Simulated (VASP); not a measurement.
## Na7YF8 (a cell with a defect): single point with PBEsol

System: Na7YF8 (a cell with a defect).

```xyz
16
Lattice="9.2600 0.0000 0.0000 0.0000 4.6300 0.0000 0.0000 0.0000 4.6300" Properties=species:S:1:pos:R:3 pbc="T T T"
F     2.2476    4.5591    0.0376
F     6.9540    0.0814    4.6114
F     0.1356    2.2317    4.6117
F     4.5874    2.4763    0.0638
F     0.0589    0.0896    2.1881
F     4.6196    4.5066    2.2578
F     2.2470    2.3450    2.3366
F     6.9279    2.4975    2.2081
Na    9.1754    4.4920    0.2292
Na    4.6781    0.1312    4.5573
Na    2.2136    2.2840    4.5896
Na    6.8731    2.3087    4.5699
Na    2.2999    0.0835    2.3255
Na    6.9036    4.5421    2.2842
Na    9.1972    2.4343    2.4395
Y     4.6683    2.2950    2.3455
```

```yaml
Program: VASP 6.6.1
Task: single point
Functional: PBEsol
Potentials_or_basis: VASP PAW PBE potentials, release 64 (F, Na_pv, Y_sv)
Cutoff: 520 eV
k_mesh: 2 × 2 × 2, shifted
Occupations: fermi-dirac, width 0.05 eV
Spin: no spin polarisation
```

```yaml
Largest_force: 3.213 eV/Å
```

Forces on the atoms (eV/Å):
```
F    1.737  0.304 -0.195
F   -1.606 -0.108 -0.191
F   -1.144  0.184  0.235
F    0.349 -0.614 -0.291
F   -0.537 -0.083  1.478
F    0.238  0.660  0.236
F    3.212 -0.069 -0.080
F   -2.592 -1.182  0.341
Na   0.558  0.335 -1.509
Na  -0.532 -0.551  0.403
Na  -1.194  0.031  0.319
Na   2.281  0.157  0.163
Na  -1.926 -0.347 -0.008
Na   2.171  1.092 -0.009
Na   0.528 -0.371 -0.359
Y   -1.542  0.560 -0.533
```

Levels at points of the mesh, in eV from the Fermi level:
```csv
k point,band 55,band 56,band 57,band 58,band 59,band 60
"(0.25, 0.25, 0.25)",-1.26,-1.14,-0.80,0.82,1.19,1.29
```

It took 78 s on 1 thread of Intel(R) Xeon(R) 6975P-C (Granite Rapids) (shared host), peak memory 0.3 GiB.

Caveat: the k points lie up to 0.68 Å⁻¹ apart; the cell carries a net charge on a neutralising background, which shifts energy and pressure; the cell is charged against a uniform background, so pressure and absolute levels hang on convention; the PAW data sets were made with another functional, which shifts forces and pressure a little.
